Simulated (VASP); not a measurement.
A run of VASP 6.6.1 is set up as follows.

Contents of INCAR:

```
SYSTEM = AlGa3Sb4
ALGO = Normal ; EDIFF = 1E-6
ENCUT = 520 ; GGA = PE
ISIF = 2 ; ISMEAR = 0
LASPH = .True. ; LCHARG = .True.
LELF = .True. ; LREAL = .False.
LVHAR = .True. ; LWAVE = .False.
NBANDS = 41 ; NELM = 60
PREC = Accurate ; SIGMA = 0.01
```

KPOINTS

```
k-points
0
Gamma
  6 6 6
  0 0 0
```

Contents of POSCAR:

```
AlGa3Sb4
1.0
    6.2164310042      0.0000000000      0.0000000000
    0.0000000000      6.2164310042      0.0000000000
    0.0000000000      0.0000000000      6.2164310042
Al Ga Sb
1 3 4
Direct
    0.5000000000      0.5000000000      0.5000000000
    0.5000000000      0.0000000000      0.0000000000
    0.0000000000      0.5000000000      0.0000000000
    0.0000000000      0.0000000000      0.5000000000
    0.7500877787      0.7500877787      0.2499122213
    0.7500877787      0.2499122213      0.7500877787
    0.2499122213      0.7500877787      0.7500877787
    0.2499122213      0.2499122213      0.2499122213
```

Potentials or basis: VASP PAW PBE potentials, release 64 (Al, Ga_d, Sb).

Run with:

```sh
$ cat potpaw_PBE.64/Al/POTCAR potpaw_PBE.64/Ga_d/POTCAR potpaw_PBE.64/Sb/POTCAR > POTCAR
$ mpirun -np 1 vasp_std > vasp.out
```

(1) Estimate the pressure.

(2) What does it give for the band gap on the k mesh?

(3) What does it give for the largest force?

Results:

(1) 0.1 GPa.

(2) 0.06 eV, direct.

(3) 0.010 eV/Å.

Caveat: spin-orbit coupling is left out, which moves the levels of the heavy elements.
